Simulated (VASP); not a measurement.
# Pt (I4/mmm) in VASP: single point with PBEsol

Aim: the single point of Pt with PBEsol.

Everything below comes from runs of VASP 6.6.1. Logs are shortened: lines on timing, memory, paths and dates and some standing lists are left out, and cuts for length are marked.

### Step 1. The cell of the first run

It takes space group I4/mmm (No. 139, tetragonal). The conventional cell has a = 2.492 Å, b = 2.492 Å, c = 3.916 Å, α = 90.00°, β = 90.00°, γ = 90.00°. Within 3.3 Å of Pt (site symmetry 4/mmm) lie 12 Pt at 2.49 to 2.63 Å.

### Step 2. Single point, PBEsol (strain -0.1000 x Voigt [1, 1, 0, 0, 0, 0])

File INCAR:

```
SYSTEM = Pt
  ALGO = Normal
  EDIFF = 1E-6
  ENCUT = 520
  GGA = PS
  ISIF = 2
  ISMEAR = 0
  LASPH = .TRUE.
  LCHARG = .FALSE.
  LREAL = .FALSE.
  LWAVE = .FALSE.
  NBANDS = 11
  NELM = 100
  PREC = Accurate
  SIGMA = 0.15
```

File KPOINTS:

```
k-points
0
G
  20 20 20
  0 0 0
```

File POSCAR:

```
Pt
1.0
    0.0000000000      1.7621100000      1.9579000000
    1.7621100000      0.0000000000      1.9579000000
    1.7621100000      1.7621100000      0.0000000000
Pt
1
Direct
    0.0000000000      0.0000000000      0.0000000000
```

Potentials or basis: VASP PAW PBE potentials, release 64 (Pt).

The run is started by

```console
$ cat potpaw_PBE.64/Pt/POTCAR > POTCAR
$ mpirun -np 1 vasp_std > vasp.out
```

OUTCAR:

```text
SYSTEM = Pt
   EDIFF = 1E-6
   ENCUT = 520
   GGA = PS
   ISIF = 2
   ISMEAR = 0
   LASPH = .TRUE.
   LREAL = .FALSE.
   NELM = 100
   PREC = Accurate

 ion  position               nearest neighbor table
   1  0.000  0.000  0.000-

  LATTYP: Found a body centered tetragonal cell.
 ALAT       =     2.4919998604
 C/A-ratio  =     1.5713484026

  Lattice vectors:

 A1 = (  -1.7621100000,   0.0000000000,   1.9579000000)
 A2 = (   1.7621100000,   0.0000000000,   1.9579000000)
 A3 = (   0.0000000000,   1.7621100000,  -1.9579000000)

Analysis of symmetry for initial positions (statically):
=====================================================================
 Subroutine PRICEL returns:
 Original cell was already a primitive cell.

 Routine SETGRP: Setting up the symmetry group for a
 body centered tetragonal supercell.

 Subroutine GETGRP returns: Found 16 space group operations
 (whereof 16 operations were pure point group operations)
 out of a pool of 16 trial point group operations.

The static configuration has the point symmetry D_4h.

Analysis of symmetry for dynamics (positions and initial velocities):
=====================================================================
 Subroutine PRICEL returns:
 Original cell was already a primitive cell.

 Routine SETGRP: Setting up the symmetry group for a
 body centered tetragonal supercell.

 Subroutine GETGRP returns: Found 16 space group operations
 (whereof 16 operations were pure point group operations)
 out of a pool of 16 trial point group operations.

The dynamic configuration has the point symmetry D_4h.

 Subroutine INISYM returns: Found 16 space group operations
 (whereof 16 operations are pure point group operations),
 and found     1 'primitive' translations

----------------------------------------------------------------------------------------

                                     Primitive cell

  volume of cell :      12.1587

  direct lattice vectors                    reciprocal lattice vectors
     0.000000000  1.762110000  1.957900000    -0.283750731  0.283750731  0.255375658
     1.762110000  0.000000000  1.957900000     0.283750731 -0.283750731  0.255375658
     1.762110000  1.762110000  0.000000000     0.283750731  0.283750731 -0.255375658

  length of vectors
     2.634085052  2.634085052  2.491999860     0.475652899  0.475652899  0.475652899

  position of ions in fractional coordinates (direct lattice)
     0.000000000  0.000000000  0.000000000

[... 81 lines left out ...]
   ISIF   =      2    stress and relaxation
   ISYM   =      2    0-nonsym 1-usesym 2-fastsym
   POTIM  = 0.5000    time-step for ionic-motion
   TEBEG  =    0.0;   TEEND  =   0.0 temperature during run
   PSTRESS=    0.0 pullay stress
   NELECT =      10.0000    total number of electrons
   NUPDOWN=      -1.0000    fix difference up-down
   EMIN   =  10.00;   EMAX   =-10.00  energy-range for DOS
   EFERMI =   0.00;   METHOD = LEGACY
   ISMEAR =     0;   SIGMA  =   0.15  broadening in eV -4-tet -1-fermi 0-gaus
   EFERMI_NEDOS =   21; number of points for ismear=-14 and -15
   IALGO  =     38    algorithm
   IMIX   =      4    mixing-type and parameters
     AMIX     =   0.40;   BMIX     =  1.00
     AMIX_MAG =   1.60;   BMIX_MAG =  1.00
  volume/ion in A,a.u.               =      12.16        82.05
  Fermi-wavevector in a.u.,A,eV,Ry     =   1.533837  2.898532 32.009844  2.352657
  Thomas-Fermi vector in A             =   2.640849
   LORBIT       =      0    0 simple, 1 ext, 2 COOP (PROOUT), +10 PAW based schemes
   GGA     = PS    functional components
   LHFCALC =     F    Hartree Fock is set to
   AEXX    =    0.0000 exact exchange contribution
   IVDW    =     0    specifies the selected vdW correction
   LEPSILON=     F    determine dielectric tensor
   LRPA    =     F    only Hartree local field effects (RPA)
 non-spin polarized calculation
 Gauss-broadening in eV      SIGMA  =   0.15
  energy-cutoff  :      520.00
  volume of cell :       12.16
 maximum number of plane-waves:       344
   NGX =  9   NGY =  9   NGZ =  9

 number of electron      10.0000000 magnetization

 number of electron       9.9999999 magnetization

 Free energy of the ion-electron system (eV)
  ---------------------------------------------------
  ext. energy  EPLUGINS =         0.00000000
  ---------------------------------------------------
  free energy    TOTEN  =        -6.12216922 eV

  energy without entropy =       -6.10849487  energy(sigma->0) =       -6.11533205

 E-fermi :  15.7290     XC(G=0): -14.9248

 val. band max:       15.7270230266   @ k =  -0.4000   0.3500   0.0000
 cond. band min:      15.7348621311   @ k =  -0.2500   0.2500   0.2000
 fundamental gap:      0.0078391045
 Fermi energy:        15.7289641043

 k-point     1 :       0.0000    0.0000    0.0000
  band No.  band energies     occupation
      1       2.8169      2.00000
      2       9.3163      2.00000
      3      11.0701      2.00000
      4      11.0701      2.00000
      5      12.3091      2.00000
      6      14.5060      2.00000
      7      29.6744      0.00000
      8      33.3981      0.00000
      9      37.0030      0.00000
     10      37.0030      0.00000
     11      42.1954      0.00000
[... 309 lines left out ...]
 k-point    24 :      -0.3500    0.0500    0.0000
  band No.  band energies     occupation
      1       5.9910      2.00000
      2       9.7089      2.00000
      3      11.4056      2.00000
      4      11.6991      2.00000
      5      14.5877      2.00000
      6      15.8038      0.48052
      7      26.4150      0.00000
      8      30.4585      0.00000
      9      37.0166      0.00000
     10      39.5429      0.00000
     11      41.4663      0.00000

 [... further k-points ...]

------------------------ aborting loop because EDIFF is reached ----------------------------------------

  FORCE on cell =-STRESS in cart. coord.  units (eV):
  Direction    XX          YY          ZZ          XY          YZ          ZX
  --------------------------------------------------------------------------------------
  -------------------------------------------------------------------------------------
  Total        9.1525696      9.1525696      6.7031926      0.0000000     -0.0000000     -0.0000000
  in kB     1206.0549279   1206.0549279    883.2949526      0.0000000     -0.0000000     -0.0000000
  external PRESSURE =    1098.4682695 kB  Pullay stress =       0.0000000 kB

 VOLUME and BASIS-vectors are now :
 -----------------------------------------------------------------------------
  energy-cutoff  :      520.00
  volume of cell :       12.16
      direct lattice vectors                 reciprocal lattice vectors
     0.000000000  1.762110000  1.957900000    -0.283750731  0.283750731  0.255375658
     1.762110000  0.000000000  1.957900000     0.283750731 -0.283750731  0.255375658
     1.762110000  1.762110000  0.000000000     0.283750731  0.283750731 -0.255375658

 POSITION                                       TOTAL-FORCE (eV/Angst)
 -----------------------------------------------------------------------------------
      0.00000      0.00000      0.00000         0.000000      0.000000     -0.000000
 -----------------------------------------------------------------------------------
    total drift:                                0.000000      0.000000      0.000000

  FREE ENERGIE OF THE ION-ELECTRON SYSTEM (eV)
  ---------------------------------------------------
  free  energy   TOTEN  =        -6.1221692194 eV

  energy  without entropy=       -6.1084948718  energy(sigma->0) =       -6.11533205
```

OSZICAR:

```text
N       E                     dE             d eps       ncg     rms          rms(c)
DAV:   1     0.414146204567E+02    0.41415E+02   -0.55344E+03 14398   0.869E+02
DAV:   2    -0.591654467324E+01   -0.47331E+02   -0.45659E+02 16178   0.189E+02
DAV:   3    -0.650638569514E+01   -0.58984E+00   -0.58812E+00 16780   0.199E+01
DAV:   4    -0.650836521548E+01   -0.19795E-02   -0.19794E-02 16601   0.134E+00
DAV:   5    -0.650837732086E+01   -0.12105E-04   -0.12107E-04 16971   0.936E-02    0.250E+01
DAV:   6    -0.620589977095E+01    0.30248E+00   -0.40722E-01 15977   0.547E+00    0.136E+01
DAV:   7    -0.612754188042E+01    0.78358E-01   -0.20016E-01 16736   0.370E+00    0.231E+00
DAV:   8    -0.612229685907E+01    0.52450E-02   -0.14026E-02 15626   0.113E+00    0.496E-01
DAV:   9    -0.612216293499E+01    0.13392E-03   -0.16574E-04 16885   0.126E-01    0.131E-02
DAV:  10    -0.612216908751E+01   -0.61525E-05   -0.43103E-06 19473   0.137E-02    0.426E-03
DAV:  11    -0.612216921937E+01   -0.13186E-06   -0.63410E-08  9553   0.252E-03
   1 F= -.61221692E+01 E0= -.61153320E+01  d E =-.136743E-01
```

stdout:

```text
POSCAR found type information on POSCAR Pt
 POSCAR found :  1 types and       1 ions
 scaLAPACK will be used
 -----------------------------------------------------------------------------
|                                                                             |
|                                                                             |
|     You enforced a specific xc type in the INCAR file but a different       |
|     I HOPE YOU KNOW WHAT YOU ARE DOING!                                     |
|                                                                             |
 -----------------------------------------------------------------------------

 LDA part: xc-table for (Slater+PW92), standard interpolation
 POSCAR, INCAR and KPOINTS ok, starting setup
 FFT: planning ... GRIDC
 FFT: planning ... GRID_SOFT
 FFT: planning ... GRID
 WAVECAR not read
 entering main loop
```

Run time: 59 s. Hardware: 1 thread of Intel Xeon Platinum 8259CL at 2.50GHz (Skylake/Cascade Lake), shared host; peak memory 0.2 GiB.

Results:

| Item | Value |
| --- | --- |
| Free energy | -6.1222 eV |
| Pressure | 109.8 GPa |
| Band gap on the k mesh | zero (bands 5 and 6 overlap by 3.98 eV) |

Caveat: the cell differs from its parent crystal (strain -0.1000 x Voigt [1, 1, 0, 0, 0, 0]); the cell stands under pressure; the PAW data sets were made with another functional, which shifts forces and pressure a little; spin-orbit coupling is left out, which moves the levels of the heavy elements.
